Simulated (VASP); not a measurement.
# AgRh (P-6m2) in VASP: further runs

AgRh is run at these levels: HSE06, B3LYP, PBE-based screened hybrid with 25 % exact exchange, r2SCAN0, PBEsol-based screened hybrid with 25 % exact exchange; tasks: single point.

All numbers are computed with VASP 6.6.1; they aren't measurements. Logs are shortened: lines on timing, memory, paths and dates and some standing lists are left out, and cuts for length are marked.

### Step 1. The cell of the first run

It takes space group P-6m2 (No. 187, hexagonal). The conventional cell has a = 2.729 Å, b = 2.729 Å, c = 4.775 Å, α = 90.00°, β = 90.00°, γ = 120.00°. Ag (site symmetry -6m2) has 6 Ag at 2.73 Å and 6 Rh at 2.86 Å within 3.6 Å. Within 3.6 Å of Rh (site symmetry -6m2) lie 6 Rh at 2.73 Å and 6 Ag at 2.86 Å.

### Step 2. Single point, HSE06

Input file POSCAR:

```
AgRh
1.0
    2.7285421667      0.0000000000      0.0000000000
   -1.3642710833      2.3629868316      0.0000000000
    0.0000000000      0.0000000000      4.7748653348
Ag Rh
1 1
Direct
    0.0000000000      0.0000000000      0.5000000000
    0.6666666667      0.3333333333      0.0000000000
```

Input file INCAR.step1:

```
PREC     = Accurate       # precision mode
ENCUT    = 520            # plane-wave cutoff, eV
EDIFF    = 1E-5           # SCF threshold, eV
ISMEAR   = -1             # smearing method
SIGMA    = 0.05           # smearing width, eV
LREAL    = False          # projectors in reciprocal space
LASPH    = True           # aspherical terms in the spheres
NELM     = 100            # most SCF steps
ALGO     = Normal         # electronic algorithm
ISIF     = 2              # what is computed and relaxed
LWAVE    = True           # write WAVECAR
GGA      = PE             # functional
NBANDS   = 20             # bands
```

Input file INCAR.step2:

```
PREC     = Accurate       # precision mode
ENCUT    = 520            # plane-wave cutoff, eV
EDIFF    = 1E-7           # SCF threshold, eV
ISMEAR   = -1             # smearing method
SIGMA    = 0.05           # smearing width, eV
LREAL    = False          # projectors in reciprocal space
LASPH    = True           # aspherical terms in the spheres
NELM     = 100            # most SCF steps
ALGO     = Normal         # electronic algorithm
ISIF     = 2              # what is computed and relaxed
LWAVE    = False          # write WAVECAR
LCHARG   = True           # write CHGCAR
GGA      = PE             # functional
LHFCALC  = True           # exact exchange
HFSCREEN = 0.2079         # screening, 1/A
PRECFOCK = Normal       
LELF     = True           # ELF
LVHAR    = True         
ISTART   = 1            
NBANDS   = 20             # bands
```

Input file KPOINTS:

```
regular mesh
0
Gamma
  6 6 3
```

Potentials or basis: VASP PAW PBE potentials, release 64 (Ag, Rh_pv).

Command:

```sh
cat potpaw_PBE.64/Ag/POTCAR potpaw_PBE.64/Rh_pv/POTCAR > POTCAR
cp INCAR.step1 INCAR
mpirun -np 1 vasp_std > vasp.out
cp INCAR.step2 INCAR
mpirun -np 1 vasp_std > vasp.out
```

OUTCAR:

```text
PREC = Accurate
   ENCUT = 520
   EDIFF = 1E-7
   ISMEAR = -1
   LREAL = False
   LASPH = True
   NELM = 100
   ISIF = 2
   GGA = PE
   LHFCALC = True
   HFSCREEN = 0.2079
   PRECFOCK = Normal
   ISTART = 1

 ion  position               nearest neighbor table
   1  0.000  0.000  0.500-   2 2.86   2 2.86   2 2.86   2 2.86   2 2.86   2 2.86
   2  0.667  0.333  0.000-   1 2.86   1 2.86   1 2.86   1 2.86   1 2.86   1 2.86

  LATTYP: Found a hexagonal cell.
 ALAT       =     2.7285421667
 C/A-ratio  =     1.7499694134

  Lattice vectors:

 A1 = (   2.7285421667,   0.0000000000,   0.0000000000)
 A2 = (  -1.3642710833,   2.3629868316,   0.0000000000)
 A3 = (   0.0000000000,   0.0000000000,   4.7748653348)

Analysis of symmetry for initial positions (statically):
=====================================================================
 Subroutine PRICEL returns:
 Original cell was already a primitive cell.

 Routine SETGRP: Setting up the symmetry group for a
 hexagonal supercell.

 Subroutine GETGRP returns: Found 12 space group operations
 (whereof 12 operations were pure point group operations)
 out of a pool of 24 trial point group operations.

The static configuration has the point symmetry D_3h.

Analysis of symmetry for dynamics (positions and initial velocities):
=====================================================================
 Subroutine PRICEL returns:
 Original cell was already a primitive cell.

 Routine SETGRP: Setting up the symmetry group for a
 hexagonal supercell.

 Subroutine GETGRP returns: Found 12 space group operations
 (whereof 12 operations were pure point group operations)
 out of a pool of 24 trial point group operations.

The dynamic configuration has the point symmetry D_3h.

 Subroutine INISYM returns: Found 12 space group operations
 (whereof 12 operations are pure point group operations),
 and found     1 'primitive' translations

----------------------------------------------------------------------------------------

                                     Primitive cell

  volume of cell :      30.7860

  direct lattice vectors                    reciprocal lattice vectors
     2.728542167  0.000000000  0.000000000     0.366496077  0.211596609  0.000000000
    -1.364271083  2.362986832  0.000000000     0.000000000  0.423193217  0.000000000
     0.000000000  0.000000000  4.774865335     0.000000000  0.000000000  0.209429990

  length of vectors
     2.728542167  2.728542167  4.774865335     0.423193217  0.423193217  0.209429990

  position of ions in fractional coordinates (direct lattice)
     0.000000000  0.000000000  0.500000000
     0.666666667  0.333333333  0.000000000

  ion indices of the primitive-cell ions
   primitive index   ion index
                 1           1
                 2           2

----------------------------------------------------------------------------------------

 KPOINTS: regular mesh

Automatic generation of k-mesh.
 Grid dimensions read from file:
 generate k-points for:    6    6    3

 Generating k-lattice:

  Cartesian coordinates                     Fractional coordinates (reciprocal lattice)
     0.061082679  0.035266101  0.000000000     0.166666667  0.000000000  0.000000000
     0.000000000  0.070532203  0.000000000     0.000000000  0.166666667  0.000000000
     0.000000000  0.000000000  0.069809997     0.000000000  0.000000000  0.333333333

  Length of vectors
     0.070532203  0.070532203  0.069809997

  Shift w.r.t. Gamma in fractional coordinates (k-lattice)
     0.000000000  0.000000000  0.000000000

 Subroutine IBZKPT returns following result:
 ===========================================

 Found     14 irreducible k-points:

 Following reciprocal coordinates:
            Coordinates               Weight
  0.000000  0.000000  0.000000      1.000000
  0.166667  0.000000  0.000000      6.000000
  0.333333  0.000000  0.000000      6.000000
  0.500000  0.000000  0.000000      3.000000
  0.166667  0.166667  0.000000      6.000000
  0.333333  0.166667  0.000000     12.000000
  0.333333  0.333333  0.000000      2.000000
  0.000000  0.000000  0.333333      2.000000
  0.166667  0.000000  0.333333     12.000000
  0.333333  0.000000  0.333333     12.000000
  0.500000  0.000000  0.333333      6.000000
  0.166667  0.166667  0.333333     12.000000
  0.333333  0.166667  0.333333     24.000000
  0.333333  0.333333  0.333333      4.000000
   k-points           NKPTS =     14   k-points in BZ     NKDIM =    108   number of bands    NBANDS=     20
   number of dos      NEDOS =    301   number of ions     NIONS =      2
   total plane-waves  NPLWV =  14400
   dimension x,y,z NGX =    20 NGY =   20 NGZ =   36
   dimension x,y,z NGXF=    40 NGYF=   40 NGZF=   72
   ions per type =               1   1
   NGX,Y,Z   is equivalent  to a cutoff of  12.19, 12.19, 12.53 a.u.
   NGXF,Y,Z  is equivalent  to a cutoff of  24.37, 24.37, 25.07 a.u.
 SYSTEM =  unknown system
   PREC   = accura    normal or accurate (medium, high low for compatibility)
   ISTART =      1    job   : 0-new  1-cont  2-samecut
   ICHARG =      0    charge: 1-file 2-atom 10-const
   ISPIN  =      1    spin polarized calculation?
   LNONCOLLINEAR =      F non collinear calculations
   LSORBIT =      F    spin-orbit coupling
   LASPH  =      T    aspherical Exc in radial PAW
   ENCUT  =  520.0 eV  38.22 Ry    6.18 a.u.   5.07  5.07  8.88*2*pi/ulx,y,z
   NELM   =    100;   NELMIN=  2; NELMDL=  0     # of ELM steps
   EDIFF  = 0.1E-06   stopping-criterion for ELM
   LREAL  =      F    real-space projection
   EDIFFG = 0.1E-05   stopping-criterion for IOM
   NSW    =      0    number of steps for IOM
   IBRION =     -1    ionic relax: 0-MD 1-quasi-New 2-CG
   NFREE  =      0    steps in history (QN), initial steepest desc. (CG)
   ISIF   =      2    stress and relaxation
   ISYM   =      3    0-nonsym 1-usesym 2-fastsym
   POTIM  = 0.5000    time-step for ionic-motion
   TEBEG  =    0.0;   TEEND  =   0.0 temperature during run
   PSTRESS=    0.0 pullay stress
   NELECT =      26.0000    total number of electrons
   NUPDOWN=      -1.0000    fix difference up-down
   EMIN   =  10.00;   EMAX   =-10.00  energy-range for DOS
   EFERMI =   0.00;   METHOD = LEGACY
   ISMEAR =    -1;   SIGMA  =   0.05  broadening in eV -4-tet -1-fermi 0-gaus
   EFERMI_NEDOS =   21; number of points for ismear=-14 and -15
   IALGO  =     38    algorithm
   IMIX   =      1    mixing-type and parameters
     AMIX     =   0.40;   BMIX     =  1.00
     AMIX_MAG =   1.60;   BMIX_MAG =  1.00
  volume/ion in A,a.u.               =      15.39       103.88
  Fermi-wavevector in a.u.,A,eV,Ry     =   1.547444  2.924245 32.580275  2.394583
  Thomas-Fermi vector in A             =   2.652536
   LORBIT       =      0    0 simple, 1 ext, 2 COOP (PROOUT), +10 PAW based schemes
   GGA     = PE    functional components
   LHFCALC =     T    Hartree Fock is set to
   PRECFOCK=normal    Normal, Fast or Accurate (Low or Medium for compatibility)
   ENCUT4O =  -1.0   cutoff for four orbital integrals eV
   NKREDX  =     1    reduce k-point grid by
   NKREDY  =     1    reduce k-point grid by
   NKREDZ  =     1    reduce k-point grid by
   AEXX    =    0.2500 exact exchange contribution
   HFSCREEN=    0.2079 screening length (either q_TF or 0.3 A-1)
   HFSCREENC=   0.2079 screening length for correlation (either q_TF or 0.3 A-1)
   ENCUTFOCK=  -1.0 apply spherical cutoff to Coloumb kernel
   IVDW    =     0    specifies the selected vdW correction
   LEPSILON=     F    determine dielectric tensor
   LRPA    =     F    only Hartree local field effects (RPA)
 non-spin polarized calculation
  energy-cutoff  :      520.00
  volume of cell :       30.79
 maximum number of plane-waves:       845
  NGX = 16; NGY = 16; NGZ = 28

 number of electron      25.9999999 magnetization

 Free energy of the ion-electron system (eV)
  ---------------------------------------------------
  ext. energy  EPLUGINS =         0.00000000
  ---------------------------------------------------
  free energy    TOTEN  =       -10.76690668 eV

  energy without entropy =      -10.75685733  energy(sigma->0) =      -10.76188200

 E-fermi :   8.8091     XC(G=0): -10.6156

 val. band max:        8.7539336722   @ k =   0.1667   0.0000   0.3333
 cond. band min:       8.8852345611   @ k =   0.1667   0.0000   0.0000
 fundamental gap:      0.1313008889
 Fermi energy:         8.8090668671

 k-point     1 :       0.0000    0.0000    0.0000
  band No.  band energies     occupation
      1     -39.7642      2.00000
      2     -39.7642      2.00000
      3     -39.6208      2.00000
      4       0.9226      2.00000
      5       2.0291      2.00000
      6       3.5805      2.00000
[... 12 lines left out ...]
     19      29.3632      0.00000
     20      32.7339      0.00000

 k-point     2 :       0.1667    0.0000    0.0000
  band No.  band energies     occupation
      1     -39.9140      2.00000
      2     -39.8019      2.00000
      3     -39.6016      2.00000
      4       1.8568      2.00000
      5       2.5205      2.00000
      6       3.3611      2.00000
[... 12 lines left out ...]
     19      28.8758      0.00000
     20      29.0726      0.00000

 k-point     3 :       0.3333    0.0000    0.0000
  band No.  band energies     occupation
      1     -40.2069      2.00000
      2     -39.8749      2.00000
      3     -39.5652      2.00000
      4       1.9900      2.00000
      5       2.9564      2.00000
      6       3.2407      2.00000
[... 12 lines left out ...]
     19      25.4322      0.00000
     20      27.0164      0.00000

 k-point     4 :       0.5000    0.0000    0.0000
  band No.  band energies     occupation
      1     -40.3498      2.00000
      2     -39.9098      2.00000
      3     -39.5475      2.00000
      4       1.6728      2.00000
      5       2.4610      2.00000
      6       3.2486      2.00000
[... 199 lines left out ...]
 k-point    13 :       0.3333    0.1667    0.3333
  band No.  band energies     occupation
      1     -40.2747      2.00000
      2     -39.9849      2.00000
      3     -39.5479      2.00000
      4       2.3525      2.00000
      5       2.5950      2.00000
      6       3.4861      2.00000
[... 12 lines left out ...]
     19      24.1157      0.00000
     20      24.6257      0.00000

 k-point    14 :       0.3333    0.3333    0.3333
  band No.  band energies     occupation
      1     -40.1745      2.00000
      2     -40.1732      2.00000
      3     -39.5390      2.00000
      4       3.0282      2.00000
      5       3.1321      2.00000
      6       3.5618      2.00000
[... 12 lines left out ...]
     19      19.8349      0.00000
     20      27.5054      0.00000

------------------------ aborting loop because EDIFF is reached ----------------------------------------

  FORCE on cell =-STRESS in cart. coord.  units (eV):
  Direction    XX          YY          ZZ          XY          YZ          ZX
  --------------------------------------------------------------------------------------
  -------------------------------------------------------------------------------------
  Total        0.0516475      0.0516475      0.0332342      0.0000000     -0.0000000      0.0000000
  in kB        2.6878597      2.6878597      1.7295907      0.0000000     -0.0000000      0.0000000
  external PRESSURE =       2.3684367 kB  Pullay stress =       0.0000000 kB

 VOLUME and BASIS-vectors are now :
 -----------------------------------------------------------------------------
  energy-cutoff  :      520.00
  volume of cell :       30.79
      direct lattice vectors                 reciprocal lattice vectors
     2.728542167  0.000000000  0.000000000     0.366496077  0.211596609  0.000000000
    -1.364271083  2.362986832  0.000000000     0.000000000  0.423193217  0.000000000
     0.000000000  0.000000000  4.774865335     0.000000000  0.000000000  0.209429990

 POSITION                                       TOTAL-FORCE (eV/Angst)
 -----------------------------------------------------------------------------------
      0.00000      0.00000      2.38743         0.000000      0.000000      0.000000
      1.36427      0.78766      0.00000        -0.000000     -0.000000      0.000000
 -----------------------------------------------------------------------------------
    total drift:                               -0.000000      0.000000      0.000000

  FREE ENERGIE OF THE ION-ELECTRON SYSTEM (eV)
  ---------------------------------------------------
  free  energy   TOTEN  =       -10.7669066755 eV

  energy  without entropy=      -10.7568573262  energy(sigma->0) =      -10.76188200
```

It took 25 min on 1 thread of AMD EPYC 7R13 (Zen 3), shared host; peak memory 0.23 GiB.

What came out:

* Free energy: -10.7669 eV
* Pressure: 0.2 GPa
* Band gap on the k mesh: zero (bands 13 and 14 overlap by 1.75 eV)

Stress tensor (GPa, compression positive):
```
0.27 0.00 0.00
0.00 0.27 0.00
0.00 0.00 0.17
```

Levels at points of the mesh, in eV from the Fermi level:
| k point | band 10 | band 11 | band 12 | band 13 | band 14 | band 15 | band 16 | band 17 |
| --- | --- | --- | --- | --- | --- | --- | --- | --- |
| (0.00, 0.00, 0.00) | -3.82 | -2.21 | -2.21 | 0.27 | 0.27 | 0.53 | 6.71 | 18.22 |
| (0.50, 0.00, 0.00) | -2.77 | -1.89 | -0.39 | 1.69 | 2.48 | 5.13 | 10.04 | 10.15 |

Caveat: the k points lie up to 0.44 Å⁻¹ apart, too coarse for converged energies and pressures of a metal; the PAW data sets were made with another functional, which shifts forces and pressure a little.

(Part 1 of 3 ends here.)
